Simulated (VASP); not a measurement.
Runs of VASP 6.6.1 on Hf2Si. The structure is tetragonal, space group I4/mcm (No. 140). The conventional cell has a = 6.551 Å, b = 6.551 Å, c = 5.166 Å, α = 90.00°, β = 90.00°, γ = 90.00°. Within 3.7 Å of Hf (site symmetry m2m) lie 4 Si at 2.79 Å and 11 Hf at 2.90 to 3.50 Å. Within 3.4 Å of Si (site symmetry 422) lie 2 Si at 2.58 Å and 8 Hf at 2.79 Å. 

```csv
k mesh,smearing,gap on the mesh (eV),pressure (GPa),largest force (eV/Å)
5 × 5 × 5,gaussian 0.4 eV,none,-2.5,0.10
4 × 4 × 4,gaussian 0.1 eV,none,(a),0.09
6 × 6 × 6,gaussian 0.1 eV,none,-2.6,0.02
"4 × 4 × 4, shifted",gaussian 0.1 eV,none,-2.5,(b)
"6 × 6 × 6, shifted",gaussian 0.1 eV,none,-2.5,0.02
5 × 5 × 5,gaussian 0.2 eV,none,-2.6,0.03
5 × 5 × 5,gaussian 0.1 eV,none,-2.6,-
```

Alike in all rows: task single point; level PBEsol; potentials or basis VASP PAW PBE potentials, release 64 (Hf_pv, Si); no spin polarisation; cell as given; cutoff (eV) 520.

Fill in the values left out.

(a) -2.7; (b) 0.06.

Caveats: some runs use coarse meshes; the PAW data sets were made with another functional, which shifts forces and pressure a little; spin-orbit coupling is left out, which moves the levels of the heavy elements.

A k mesh can miss the band edges, and the runs leave out spin-orbit coupling on Hf.

A gap of «none» marks levels without a gap at the run's occupations.
